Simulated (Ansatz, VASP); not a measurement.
One calculation of Os, two programs

File INCAR:

```
SYSTEM = Os
ALGO = Normal
EDIFF = 1E-6
ENCUT = 560
GGA_COMPAT = .FALSE.
ISIF = 2
ISMEAR = -1
LASPH = .TRUE.
LCHARG = .FALSE.
LREAL = .FALSE.
LWAVE = .FALSE.
NBANDS = 23
NELM = 120
PREC = Accurate
SIGMA = 0.05
```

KPOINTS

```
k-points
0
G
  13 13 13
  0 0 0
```

Contents of POSCAR:

```
Os
1.0
    0.0000000000      2.4966339541      2.4966339541
    2.4966339541      0.0000000000      2.4966339541
    2.4966339541      2.4966339541      0.0000000000
Os
2
Direct
   -0.1250000000     -0.1250000000     -0.1250000000
    0.1250000000      0.1250000000      0.1250000000
```

Input for Ansatz:

```yaml
crystal:
  lattice:
    - [0.0, 2.4966339541, 2.4966339541]
    - [2.4966339541, 0.0, 2.4966339541]
    - [2.4966339541, 2.4966339541, 0.0]
  atoms:
    - { symbol: Os, position: [-0.125, -0.125, -0.125] }
    - { symbol: Os, position: [0.125, 0.125, 0.125] }
kpoints:
  mp_grid: { grid: [13, 13, 13] }
  band_path:
    path:
      - [0.0, 0.0, 0.0]
      - [0.5, 0.0, 0.5]
      - [0.625, 0.25, 0.625]
      - [0.375, 0.375, 0.75]
      - [0.0, 0.0, 0.0]
      - [0.5, 0.5, 0.5]
      - [0.5, 0.25, 0.75]
      - [0.5, 0.0, 0.5]
    npoints: 8
scf:
  occupations: { method: fermi_dirac, width: 0.05 }
hamiltonian:
  xc: lda
  pseudopotentials: { kind: paw }
output:
  forces: true
  stress: true
  eigenvalues: true
  populations: true
  dos: { projected: true, de: 0.2, e_range: [-14, 8] }
```

Change from the starting cell: volume scaled by 0.76, PAW files.

Alike in both runs: task single point; functional LDA; k mesh 13 × 13 × 13; occupations fermi-dirac, width 0.05 eV; no spin polarisation.

```csv
,VASP,Ansatz
version,VASP 6.6.1,Ansatz 0.2.0
potentials or method,"VASP PAW LDA potentials, release 64 (Os_sv_GW)","PAW with Ansatz's default frozen-core files, scalar-relativistic"
plane-wave cutoff (eV),560,420
valence electrons in the cell,32,32
```

```csv
,VASP,Ansatz,Ansatz less VASP
pressure (GPa),122.2,117.6,-4.55
```

LDA's correlation is that of Perdew and Zunger in VASP and of Perdew and Wang (1992) in Ansatz. Both programs put the cell under a high pressure, so it lies far from rest at this level.

Neither program's run includes spin-orbit coupling. Noted on VASP's run: the cell as given lies far from equilibrium.
